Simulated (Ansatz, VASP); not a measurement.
# Al2Au: VASP beside Ansatz

Contents of INCAR:

```
  PREC = Accurate
  ENCUT = 520
  EDIFF = 1E-8
  ISMEAR = -1
  SIGMA = 0.05
  LREAL = False
  LASPH = True
  NELM = 60
  ALGO = Normal
  ISIF = 2
  LWAVE = False
  LCHARG = False
  GGA = CA
  LEFG = True
  NBANDS = 16
```

File KPOINTS:

```
Automatic mesh
0
Gamma
  11 11 11
```

The input POSCAR:

```
Al2Au
1.0
    0.0000000000      2.9594544892      2.9594544892
    2.9594544892      0.0000000000      2.9594544892
    2.9594544892      2.9594544892      0.0000000000
Al Au
2 1
Direct
    0.2500000000      0.2500000000      0.2500000000
    0.7500000000      0.7500000000      0.7500000000
    0.0000000000      0.0000000000      0.0000000000
```

Input for Ansatz:

```yaml
crystal:
  lattice:
    - [0.0, 2.9594544892, 2.9594544892]
    - [2.9594544892, 0.0, 2.9594544892]
    - [2.9594544892, 2.9594544892, 0.0]
  atoms:
    - { symbol: Al, position: [0.25, 0.25, 0.25] }
    - { symbol: Al, position: [0.75, 0.75, 0.75] }
    - { symbol: Au, position: [0.0, 0.0, 0.0] }
kpoints:
  mp_grid: { grid: [11, 11, 11] }
scf:
  occupations: { method: fermi_dirac, width: 0.05 }
hamiltonian:
  xc: lda
  pseudopotentials: { kind: paw }
output:
  forces: true
  stress: true
  eigenvalues: true
  efg: { contact_densities: true }
```

Change from the starting cell: volume scaled by 0.96, PAW files.

Alike in both runs: task electric field gradients; functional LDA; k mesh 11 × 11 × 11; occupations fermi-dirac, width 0.05 eV; no spin polarisation.

|  | VASP | Ansatz |
| --- | --- | --- |
| version | VASP 6.6.1 | Ansatz 0.2.0 |
| potentials or method | VASP PAW LDA potentials, release 64 (Al, Au) | PAW with Ansatz's default frozen-core files, scalar-relativistic |
| plane-wave cutoff (eV) | 520 | 420 |
| valence electrons in the cell | 17 | 25 |

VASP gave:

- pressure (GPa): 2.6

Task: Which values does Ansatz return?

Result: Pressure (GPa): 2.4.

LDA's correlation is that of Perdew and Zunger in VASP and of Perdew and Wang (1992) in Ansatz. VASP's potentials hold 17 valence electrons a cell and Ansatz's 25, so a difference there can come from the potentials and not from the codes.

Neither program's run includes spin-orbit coupling.
